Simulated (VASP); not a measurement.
**N: single point with PBE**

The system is N.

```xyz
1
Lattice="1.8267 0.0000 0.0000 0.0000 1.8267 0.0000 0.0000 0.0000 1.8267" Properties=species:S:1:pos:R:3 pbc="T T T"
N     0.0000    0.0000    0.0000
```

* Program: VASP 6.6.1
* Task: single point
* Functional: PBE
* Potentials or basis: VASP PAW PBE potentials, release 64 (N)
* Cutoff: 520 eV
* k mesh: 58 × 58 × 58
* Occupations: fermi-dirac, width 0.0612256 eV
* Spin: no spin polarisation
* Dipole correction: no
* Further INCAR settings: ALGO = Normal; EDIFF = 1e-06; NBANDS = 8

```json
{
 "Pressure": "14.2 GPa",
 "Band gap on the k mesh": "zero (an odd number of electrons rules out a gap without spin polarisation)"
}
```

Levels at points of the mesh, in eV from the Fermi level:
```csv
k point,band 1,band 2,band 3,band 4,band 5,band 6,band 7
"(0.00, 0.00, 0.00)",-23.60,4.25,4.25,4.25,23.56,26.12,26.12
"(0.50, 0.00, 0.00)",-16.78,-11.74,6.30,6.30,25.56,33.20,33.85
"(0.50, 0.50, 0.00)",-10.23,-7.17,-7.17,7.96,10.14,37.15,37.15
"(0.50, 0.50, 0.50)",-3.75,-3.60,-3.60,-3.60,18.77,18.77,18.77
```

Run time: 100 s on 1 thread of Intel Xeon 8259CL, on a shared host, peak memory 0.29 GiB.

Caveat: the cell stands under pressure.
